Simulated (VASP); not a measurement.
Au: single point with LDA

Au:

```xyz
2
Lattice="1.4018 -2.5388 0.0000 1.4018 2.5388 0.0000 0.0000 0.0000 4.8603" Properties=species:S:1:pos:R:3 pbc="T T T"
Au    1.4018    0.8395    1.2151
Au    1.4018   -0.8395    3.6452
```

This cell differs from its parent crystal: volume scaled by 0.98.

* Program: VASP 6.6.1
* Task: single point
* Functional: LDA
* Potentials or basis: VASP PAW LDA potentials, release 64 (Au)
* Cutoff: 520 eV
* k mesh: 11 × 11 × 6
* Occupations: fermi-dirac, width 0.05 eV
* Spin: no spin polarisation
* Dipole correction: no
* Further INCAR settings: ALGO = Fast; EDIFF = 1e-07; NBANDS = 18

```
Pressure               : -6.3 GPa
Largest force          : 0.022 eV/Å
Band gap on the k mesh : zero (band 11 reaches 12.75 eV, above the bottom of band 12 at 6.47 eV)
```

Forces in eV/Å, atoms in the order of the input:
```
Au   0.000 -0.022  0.000
Au   0.000  0.022  0.000
```

Stress tensor (GPa, compression positive):
```
-3.62  0.00  0.00
 0.00 -7.90  0.00
 0.00  0.00 -7.51
```

Levels at points of the mesh, in eV from the Fermi level:
```csv
k point,band 8,band 9,band 10,band 11,band 12,band 13,band 14,band 15
"(0.00, 0.00, 0.00)",-3.50,-3.32,-2.15,-2.07,-1.12,2.53,14.59,15.55
"(0.00, 0.00, 0.50)",-4.21,-2.64,-2.64,-2.48,-2.48,10.36,10.36,14.91
```

Wall time 76 s on 1 thread of Intel(R) Xeon(R) Platinum 8175M CPU @ 2.50GHz (Skylake/Cascade Lake), with other jobs on the host, peak memory 0.19 GiB.

Caveat: spin-orbit coupling is left out, which moves the levels of the heavy elements.
